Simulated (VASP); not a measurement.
Here is a VASP 6.6.1 calculation.

INCAR

```
PREC = Accurate
ENCUT = 520
EDIFF = 1E-6
ISMEAR = -1
SIGMA = 0.05
LREAL = Auto
LASPH = T
NELM = 60
ALGO = Normal
ISIF = 2
LWAVE = F
LCHARG = F
GGA = PE
NBANDS = 52
```

The input KPOINTS:

```
Automatic mesh
0
Gamma
  2 2 2
```

Contents of POSCAR:

```
TiSi16
1.0
    0.0000000000      5.4300000000      5.4300000000
    5.4300000000      0.0000000000      5.4300000000
    5.4300000000      5.4300000000      0.0000000000
Si Ti
16 1
Direct
    0.0042675437      0.0038981844      0.0038264626
    0.1249457210      0.1249975367      0.1251174126
    0.0040048053      0.0039457709      0.4880546647
    0.1290157162      0.1282117173      0.6214331262
    0.0040554678      0.4879805322      0.0039221831
    0.1290444770      0.6215082019      0.1279709583
   -0.0038799253      0.5011809920      0.5009611369
    0.1288329916      0.6211550056      0.6212172488
    0.4880179093      0.0039006774      0.0038253764
    0.6219202886      0.1282161828      0.1279475076
    0.5018984627     -0.0046848017      0.5009199984
    0.6213556658      0.1282166940      0.6214455121
    0.5019181988      0.5011585072     -0.0049606481
    0.6214951230      0.6215231216      0.1279734866
    0.5017720232      0.5011835211      0.5009616568
    0.6254754560      0.6246801764      0.6244053157
    0.8752502752      0.8748179802      0.8747048015
```

Potentials or basis: VASP PAW PBE potentials, release 64 (Si, Ti_sv).

Launch:

```console
$ cat potpaw_PBE.64/Si/POTCAR potpaw_PBE.64/Ti_sv/POTCAR > POTCAR
$ mpirun -np 1 vasp_std > vasp.out
```

Task: Estimate the largest force.

Result: 0.026 eV/Å.

Task: What does it give for the band gap on the k mesh?

Result: Zero (bands 38 and 39 overlap by 0.44 eV).

Task: What does it give for the pressure?

Result: 4.0 GPa.

Forces on the atoms (eV/Å):
```
Si  -0.022 -0.012 -0.009
Si  -0.001 -0.001  0.001
Si   0.006  0.016 -0.016
Si  -0.002 -0.007 -0.002
Si   0.005 -0.018  0.018
Si   0.001  0.002 -0.007
Si  -0.004  0.006  0.005
Si   0.012 -0.001  0.001
Si  -0.021  0.009  0.012
Si   0.017  0.001 -0.001
Si   0.005 -0.002  0.002
Si  -0.002  0.002  0.007
Si   0.005  0.001 -0.001
Si   0.001  0.008 -0.002
Si  -0.003 -0.005 -0.006
Si   0.003  0.000 -0.001
Ti   0.000  0.002  0.000
```

Caveat: the k points lie up to 0.50 Å⁻¹ apart.
